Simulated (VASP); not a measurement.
# HfTe2W2 (I4/mmm) in VASP: notebook

Runs on HfTe2W2. Level: PBE. Tasks: single point, relaxation of cell and atoms.

Program: VASP 6.6.1. These are calculated values, not measurements. Logs are shortened: lines on timing, memory, paths and dates and some standing lists are left out, and cuts for length are marked.

### 1 The cell of the first run

The structure is tetragonal, space group I4/mmm (No. 139). The conventional cell has a = 4.655 Å, b = 4.655 Å, c = 10.830 Å, α = 90.00°, β = 90.00°, γ = 90.00°. Hf (site symmetry 4/mmm) has 10 W at 3.52 to 4.17 Å and 8 Te at 3.57 Å and 4 Hf at 4.66 Å within 4.7 Å. Te (site symmetry -4m2) has 4 W at 2.75 Å and 4 Te at 3.29 Å and 4 Hf at 3.57 Å within 3.6 Å. W (site symmetry 4mm) has 1 W at 2.50 Å and 4 Te at 2.75 Å within 3.3 Å.

The cell was generated, and may not be a known phase.

### 2 Single point, PBE

File INCAR:

```
SYSTEM = HfTe2W2
PREC = Accurate
ENCUT = 520
EDIFF = 1E-7
ISMEAR = 0
SIGMA = 0.1
LREAL = .FALSE.
LASPH = .TRUE.
NELM = 80
ALGO = Fast
ISIF = 2
LWAVE = .FALSE.
LCHARG = .FALSE.
GGA = PE
NBANDS = 33
```

File KPOINTS:

```
Automatic mesh
0
G
  6 6 6
  0 0 0
```

File POSCAR:

```
HfTe2W2
1.0
   -2.3275986000      2.3275986000      5.4148066800
    2.3275986000     -2.3275986000      5.4148066800
    2.3275986000      2.3275986000     -5.4148066800
Hf Te W
1 2 2
Direct
    0.0000000000      0.0000000000      0.0000000000
    0.7500000000      0.2500000000      0.5000000000
    0.2500000000      0.7500000000      0.5000000000
    0.6152910600      0.6152910600      0.0000000000
    0.3847089400      0.3847089400      0.0000000000
```

Potentials or basis: VASP PAW PBE potentials, release 64 (Hf_pv, Te, W_sv).

The run is started by

```bash
$ cat potpaw_PBE.64/Hf_pv/POTCAR potpaw_PBE.64/Te/POTCAR potpaw_PBE.64/W_sv/POTCAR > POTCAR
$ mpirun -np 1 vasp_std > vasp.out
```

OUTCAR:

```text
SYSTEM = HfTe2W2
   PREC = Accurate
   ENCUT = 520
   EDIFF = 1E-7
   ISMEAR = 0
   LREAL = .FALSE.
   LASPH = .TRUE.
   NELM = 80
   ISIF = 2
   GGA = PE

 ion  position               nearest neighbor table
   1  0.000  0.000  0.000-   4 3.52   4 3.52   4 3.52   5 3.52   4 3.52   5 3.52   5 3.52   5 3.52
                             2 3.57   3 3.57   2 3.57   3 3.57   2 3.57   2 3.57   3 3.57   3 3.57
   2  0.750  0.250  0.500-   5 2.75   4 2.75   5 2.75   4 2.75   3 3.29   3 3.29   3 3.29   3 3.29
                             1 3.57   1 3.57   1 3.57   1 3.57
   3  0.250  0.750  0.500-   5 2.75   4 2.75   5 2.75   4 2.75   2 3.29   2 3.29   2 3.29   2 3.29
                             1 3.57   1 3.57   1 3.57   1 3.57
   4  0.615  0.615  0.000-   5 2.50   2 2.75   3 2.75   2 2.75   3 2.75   1 3.52   1 3.52   1 3.52
                             1 3.52
   5  0.385  0.385  0.000-   4 2.50   3 2.75   2 2.75   3 2.75   2 2.75   1 3.52   1 3.52   1 3.52
                             1 3.52

  LATTYP: Found a body centered tetragonal cell.
 ALAT       =     4.6551972000
 C/A-ratio  =     2.3263490019

  Lattice vectors:

 A1 = (  -2.3275986000,   2.3275986000,   5.4148066800)
 A2 = (   2.3275986000,  -2.3275986000,   5.4148066800)
 A3 = (   2.3275986000,   2.3275986000,  -5.4148066800)

Analysis of symmetry for initial positions (statically):
=====================================================================
 Subroutine PRICEL returns:
 Original cell was already a primitive cell.

 Routine SETGRP: Setting up the symmetry group for a
 body centered tetragonal supercell.

 Subroutine GETGRP returns: Found 16 space group operations
 (whereof 16 operations were pure point group operations)
 out of a pool of 16 trial point group operations.

The static configuration has the point symmetry D_4h.

Analysis of symmetry for dynamics (positions and initial velocities):
=====================================================================
 Subroutine PRICEL returns:
 Original cell was already a primitive cell.

 Routine SETGRP: Setting up the symmetry group for a
 body centered tetragonal supercell.

 Subroutine GETGRP returns: Found 16 space group operations
 (whereof 16 operations were pure point group operations)
 out of a pool of 16 trial point group operations.

The dynamic configuration has the point symmetry D_4h.

 Subroutine INISYM returns: Found 16 space group operations
 (whereof 16 operations are pure point group operations),
 and found     1 'primitive' translations

----------------------------------------------------------------------------------------

                                     Primitive cell

  volume of cell :     117.3435

  direct lattice vectors                    reciprocal lattice vectors
    -2.327598600  2.327598600  5.414806680     0.000000000  0.214813671  0.092339400
     2.327598600 -2.327598600  5.414806680     0.214813671  0.000000000  0.092339400
     2.327598600  2.327598600 -5.414806680     0.214813671  0.214813671  0.000000000

  length of vectors
     6.336841632  6.336841632  6.336841632     0.233819328  0.233819328  0.303792407

  position of ions in fractional coordinates (direct lattice)
     0.000000000  0.000000000  0.000000000
     0.750000000  0.250000000  0.500000000
     0.250000000  0.750000000  0.500000000
     0.615291060  0.615291060  0.000000000
     0.384708940  0.384708940  0.000000000

  ion indices of the primitive-cell ions
   primitive index   ion index
                 1           1
                 2           2
                 3           3
                 4           4
                 5           5

----------------------------------------------------------------------------------------

 KPOINTS: Automatic mesh

Automatic generation of k-mesh.
 Grid dimensions read from file:
 generate k-points for:    6    6    6

 Generating k-lattice:

  Cartesian coordinates                     Fractional coordinates (reciprocal lattice)
     0.000000000  0.035802279  0.015389900     0.166666667  0.000000000  0.000000000
     0.035802279  0.000000000  0.015389900     0.000000000  0.166666667  0.000000000
     0.035802279  0.035802279  0.000000000     0.000000000  0.000000000  0.166666667

  Length of vectors
     0.038969888  0.038969888  0.050632068

  Shift w.r.t. Gamma in fractional coordinates (k-lattice)
     0.000000000  0.000000000  0.000000000

 Subroutine IBZKPT returns following result:
 ===========================================

 Found     30 irreducible k-points:

 Following reciprocal coordinates:
            Coordinates               Weight
  0.000000  0.000000  0.000000      1.000000
  0.166667 -0.000000  0.000000      8.000000
  0.333333 -0.000000  0.000000      8.000000
  0.500000  0.000000  0.000000      4.000000
  0.166667  0.166667  0.000000      8.000000
  0.333333  0.166667  0.000000     16.000000
[... 16 lines left out ...]
 -0.333333 -0.333333  0.166667      8.000000
 -0.166667 -0.333333  0.166667      8.000000
 [... further k-points ...]
   k-points           NKPTS =     30   k-points in BZ     NKDIM =     30   number of bands    NBANDS=     33
   number of dos      NEDOS =    301   number of ions     NIONS =      5
   total plane-waves  NPLWV = 110592
   dimension x,y,z NGX =    48 NGY =   48 NGZ =   48
   dimension x,y,z NGXF=    96 NGYF=   96 NGZF=   96
   ions per type =               1   2   2
   NGX,Y,Z   is equivalent  to a cutoff of  12.59, 12.59, 12.59 a.u.
   NGXF,Y,Z  is equivalent  to a cutoff of  25.19, 25.19, 25.19 a.u.
 SYSTEM =  HfTe2W2
   PREC   = accura    normal or accurate (medium, high low for compatibility)
   ISTART =      0    job   : 0-new  1-cont  2-samecut
   ICHARG =      2    charge: 1-file 2-atom 10-const
   ISPIN  =      1    spin polarized calculation?
   LNONCOLLINEAR =      F non collinear calculations
   LSORBIT =      F    spin-orbit coupling
   LASPH  =      T    aspherical Exc in radial PAW
   ENCUT  =  520.0 eV  38.22 Ry    6.18 a.u.  11.78 11.78 11.78*2*pi/ulx,y,z
   NELM   =     80;   NELMIN=  2; NELMDL= -5     # of ELM steps
   EDIFF  = 0.1E-06   stopping-criterion for ELM
   LREAL  =      F    real-space projection
   EDIFFG = 0.1E-05   stopping-criterion for IOM
   NSW    =      0    number of steps for IOM
   IBRION =     -1    ionic relax: 0-MD 1-quasi-New 2-CG
   NFREE  =      0    steps in history (QN), initial steepest desc. (CG)
   ISIF   =      2    stress and relaxation
   ISYM   =      2    0-nonsym 1-usesym 2-fastsym
   POTIM  = 0.5000    time-step for ionic-motion
   TEBEG  =    0.0;   TEEND  =   0.0 temperature during run
   PSTRESS=    0.0 pullay stress
   NELECT =      50.0000    total number of electrons
   NUPDOWN=      -1.0000    fix difference up-down
   EMIN   =  10.00;   EMAX   =-10.00  energy-range for DOS
   EFERMI =   0.00;   METHOD = LEGACY
   ISMEAR =     0;   SIGMA  =   0.10  broadening in eV -4-tet -1-fermi 0-gaus
   EFERMI_NEDOS =   21; number of points for ismear=-14 and -15
   IALGO  =     68    algorithm
   IMIX   =      4    mixing-type and parameters
     AMIX     =   0.40;   BMIX     =  1.00
     AMIX_MAG =   1.60;   BMIX_MAG =  1.00
  volume/ion in A,a.u.               =      23.47       158.37
  Fermi-wavevector in a.u.,A,eV,Ry     =   1.231909  2.327970 20.648182  1.517599
  Thomas-Fermi vector in A             =   2.366700
   LORBIT       =      0    0 simple, 1 ext, 2 COOP (PROOUT), +10 PAW based schemes
   GGA     = PE    functional components
   LHFCALC =     F    Hartree Fock is set to
   AEXX    =    0.0000 exact exchange contribution
   IVDW    =     0    specifies the selected vdW correction
   LEPSILON=     F    determine dielectric tensor
   LRPA    =     F    only Hartree local field effects (RPA)
 non-spin polarized calculation
 RMM-DIIS sequential band-by-band and
 Gauss-broadening in eV      SIGMA  =   0.10
  energy-cutoff  :      520.00
  volume of cell :      117.34
 maximum number of plane-waves:      3188
   NGX = 23   NGY = 23   NGZ = 23

 number of electron      50.0000001 magnetization

 Free energy of the ion-electron system (eV)
  ---------------------------------------------------
  ext. energy  EPLUGINS =         0.00000000
  ---------------------------------------------------
  free energy    TOTEN  =       -37.99706616 eV

  energy without entropy =      -37.97887099  energy(sigma->0) =      -37.98796858

 E-fermi :   8.2068     XC(G=0): -11.0550

 val. band max:        8.1825745139   @ k =   0.3333  -0.0000   0.0000
 cond. band min:       8.2127132745   @ k =  -0.1667  -0.3333   0.1667
 fundamental gap:      0.0301387607
 Fermi energy:         8.2068447297

 k-point     1 :       0.0000    0.0000    0.0000
  band No.  band energies     occupation
      1     -65.7203      2.00000
      2     -65.6347      2.00000
      3     -30.3600      2.00000
      4     -29.9933      2.00000
      5     -29.9933      2.00000
      6     -29.8868      2.00000
[... 25 lines left out ...]
     32      10.5836      0.00000
     33      10.5836      0.00000

 k-point     2 :       0.1667   -0.0000    0.0000
  band No.  band energies     occupation
      1     -65.7203      2.00000
      2     -65.6348      2.00000
      3     -30.3588      2.00000
      4     -29.9949      2.00000
      5     -29.9937      2.00000
      6     -29.8875      2.00000
[... 25 lines left out ...]
     32      10.2342      0.00000
     33      10.7713      0.00000

 k-point     3 :       0.3333   -0.0000    0.0000
  band No.  band energies     occupation
      1     -65.7202      2.00000
      2     -65.6348      2.00000
      3     -30.3565      2.00000
      4     -29.9981      2.00000
      5     -29.9945      2.00000
      6     -29.8887      2.00000
[... 25 lines left out ...]
     32      10.5810      0.00000
     33      10.7715      0.00000

 k-point     4 :       0.5000    0.0000    0.0000
  band No.  band energies     occupation
      1     -65.7202      2.00000
      2     -65.6348      2.00000
      3     -30.3553      2.00000
      4     -29.9998      2.00000
      5     -29.9949      2.00000
      6     -29.8893      2.00000
[... 673 lines left out ...]
     32      10.2901      0.00000
     33      10.7743      0.00000

 k-point    23 :      -0.3333   -0.3333    0.1667
  band No.  band energies     occupation
      1     -65.7201      2.00000
      2     -65.6349      2.00000
      3     -30.3538      2.00000
      4     -29.9977      2.00000
      5     -29.9965      2.00000
      6     -29.8856      2.00000
[... 25 lines left out ...]
     32      10.6603      0.00000
     33      11.5534      0.00000

 k-point    24 :      -0.1667   -0.3333    0.1667
  band No.  band energies     occupation
      1     -65.7202      2.00000
      2     -65.6348      2.00000
      3     -30.3556      2.00000
      4     -29.9964      2.00000
      5     -29.9952      2.00000
      6     -29.8859      2.00000
[... 25 lines left out ...]
     32      10.8526      0.00000
     33      10.9688      0.00000

 [... further k-points ...]
[... 5 lines left out ...]
  --------------------------------------------------------------------------------------
  -------------------------------------------------------------------------------------
  Total       -0.3614519     -0.3614519     -7.5315160      0.0000000     -0.0000000      0.0000000
  in kB       -4.9351677     -4.9351677   -102.8333215      0.0000000     -0.0000000      0.0000000
  external PRESSURE =     -37.5678857 kB  Pullay stress =       0.0000000 kB

 VOLUME and BASIS-vectors are now :
 -----------------------------------------------------------------------------
  energy-cutoff  :      520.00
  volume of cell :      117.34
      direct lattice vectors                 reciprocal lattice vectors
    -2.327598600  2.327598600  5.414806680     0.000000000  0.214813671  0.092339400
     2.327598600 -2.327598600  5.414806680     0.214813671  0.000000000  0.092339400
     2.327598600  2.327598600 -5.414806680     0.214813671  0.214813671  0.000000000

 POSITION                                       TOTAL-FORCE (eV/Angst)
 -----------------------------------------------------------------------------------
      0.00000      0.00000      0.00000         0.000000      0.000000     -0.000000
      0.00000      2.32760      2.70740         0.000000      0.000000     -0.000000
      2.32760      0.00000      2.70740         0.000000      0.000000     -0.000000
      0.00000      0.00000      6.66336        -0.000000     -0.000000     -1.035963
      0.00000      0.00000      4.16625         0.000000      0.000000      1.035963
 -----------------------------------------------------------------------------------
    total drift:                                0.000000     -0.000000      0.000000

  FREE ENERGIE OF THE ION-ELECTRON SYSTEM (eV)
  ---------------------------------------------------
  free  energy   TOTEN  =       -37.9970661560 eV

  energy  without entropy=      -37.9788709948  energy(sigma->0) =      -37.98796858
```

Wall time 2.2 min (1 thread of Intel Xeon 6975P-C (Granite Rapids), shared host); peak memory 0.39 GiB.

What came out:

```yaml
Free_energy: -37.9971 eV
Pressure: -3.8 GPa
Largest_force: 1.036 eV/Å
Band_gap_on_the_k_mesh: zero (bands 25 and 26 overlap by 0.75 eV)
```

Forces in eV/Å, atoms in the order of the input:
```
Hf   0.000  0.000  0.000
Te   0.000  0.000  0.000
Te   0.000  0.000  0.000
W    0.000  0.000 -1.036
W    0.000  0.000  1.036
```

Caveat: the stress differs along the axes, from -10 to -0 GPa; spin-orbit coupling is left out, which moves the levels of the heavy elements; forces of over 1 eV/Å act on the atoms, so gaps and moduli don't describe the material at rest.

### 3 Single point, PBE

This run uses another cell than the first one, of 22.55 Å³/atom.

File INCAR:

```
ALGO = Normal
EDIFF = 1E-7
ENCUT = 520
GGA = PE
ISIF = 2
ISMEAR = 0
LASPH = T
LCHARG = F
LREAL = F
LWAVE = F
NBANDS = 33
NELM = 100
PREC = Accurate
SIGMA = 0.1
```

File KPOINTS:

```
k-points
0
Gamma
  6 6 6
```

File POSCAR:

```
HfTe2W2
1.0
   -2.4312984625      2.4312984625      4.7688553585
    2.4312984625     -2.4312984625      4.7688553585
    2.4312984625      2.4312984625     -4.7688553585
Hf Te W
1 2 2
Direct
    0.0000000000      0.0000000000      0.0000000000
    0.7500000000      0.2500000000      0.5000000000
    0.2500000000      0.7500000000      0.5000000000
    0.6237257585      0.6237257585      0.0000000000
    0.3762742415      0.3762742415      0.0000000000
```

Potentials or basis: VASP PAW PBE potentials, release 64 (Hf_pv, Te, W_sv).

The run is started by

```bash
$ cat potpaw_PBE.64/Hf_pv/POTCAR potpaw_PBE.64/Te/POTCAR potpaw_PBE.64/W_sv/POTCAR > POTCAR
$ mpirun -np 1 vasp_std > vasp.out
```

Run time: 1.7 min. Hardware: 1 thread of Intel Xeon 6975P-C (Granite Rapids), shared host; peak memory 0.38 GiB.

The run converged. Its results:

```yaml
Free_energy: -38.4144 eV
Pressure: 0.0 GPa
Largest_force: 0.129 eV/Å
Band_gap_on_the_k_mesh: zero (bands 25 and 26 overlap by 0.35 eV)
```

Forces on the atoms (eV/Å):
```
Hf   0.000  0.000  0.000
Te   0.000  0.000  0.000
Te   0.000  0.000  0.000
W    0.000  0.000  0.129
W    0.000  0.000 -0.129
```

Stress tensor (GPa, compression positive):
```
-0.06  0.00  0.00
 0.00 -0.06  0.00
 0.00  0.00  0.18
```

Levels at points of the mesh, in eV from the Fermi level:
```tsv
k point	band 22	band 23	band 24	band 25	band 26	band 27	band 28	band 29
(0.00, 0.00, 0.00)	-2.59	-0.06	0.04	0.04	0.16	0.76	1.03	1.03
(0.50, 0.00, 0.00)	-2.04	-0.97	-0.77	-0.34	0.47	0.61	1.11	1.22
(0.50, 0.50, 0.00)	-2.31	-2.02	-0.83	-0.45	0.73	0.77	0.84	0.91
(0.50, 0.50, 0.50)	-1.49	-1.49	-1.25	-0.19	0.29	0.32	0.32	0.85
```

Caveat: spin-orbit coupling is left out, which moves the levels of the heavy elements.

[end of part 1 of 2]

The gap in the log of VASP goes by the Fermi energy; the results here count the filled bands.